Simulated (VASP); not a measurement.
# Si3Te: single point with PBE

Si3Te:

```
CELL_PARAMETERS angstrom
3.81507 0.00000 0.00000
-1.90754 3.30395 0.00000
0.00000 0.00000 6.88597
ATOMIC_POSITIONS crystal
Si 0.50000 0.00000 0.00000
Si 0.00000 0.50000 0.00000
Si 0.50000 0.50000 0.00000
Te 0.00000 0.00000 0.00000
```

The cell was built from a structure type or drawn by symmetry, and may not be a known phase.

```yaml
Program: VASP 6.6.1
Task: single point
Functional: PBE
Potentials_or_basis: VASP PAW PBE potentials, release 64 (Si, Te)
Cutoff: 520 eV
k_mesh: 6 × 6 × 4
Occupations: gaussian, width 0.1 eV
Spin: no spin polarisation
```

```json
{
 "Pressure": "193.0 GPa",
 "Band gap on the k mesh": "zero (bands 9 and 10 overlap by 2.97 eV)"
}
```

Stress tensor (GPa, compression positive):
```
289.73   0.00   0.00
  0.00 289.73   0.00
  0.00   0.00  -0.38
```

Levels at points of the mesh, in eV from the Fermi level:
| k point | band 6 | band 7 | band 8 | band 9 | band 10 | band 11 | band 12 | band 13 |
| --- | --- | --- | --- | --- | --- | --- | --- | --- |
| (0.00, 0.00, 0.00) | -7.46 | -4.75 | -4.75 | -1.05 | 2.16 | 2.27 | 2.45 | 2.45 |
| (0.50, 0.00, 0.00) | -6.24 | -2.97 | -1.23 | -0.64 | -0.05 | 1.71 | 2.15 | 4.00 |
| (0.00, 0.00, 0.50) | -7.46 | -4.75 | -4.75 | -0.29 | 1.65 | 2.15 | 2.26 | 2.44 |
| (0.50, 0.00, 0.50) | -6.25 | -2.97 | -1.24 | -0.64 | -0.06 | 2.15 | 2.81 | 4.14 |

It took 19 s on 1 thread of AMD EPYC 9R45 96-Core Processor (Zen 5), with other jobs on the host, peak memory 0.17 GiB.

Caveat: the cell stands under pressure; spin-orbit coupling is left out, which moves the levels of the heavy elements.
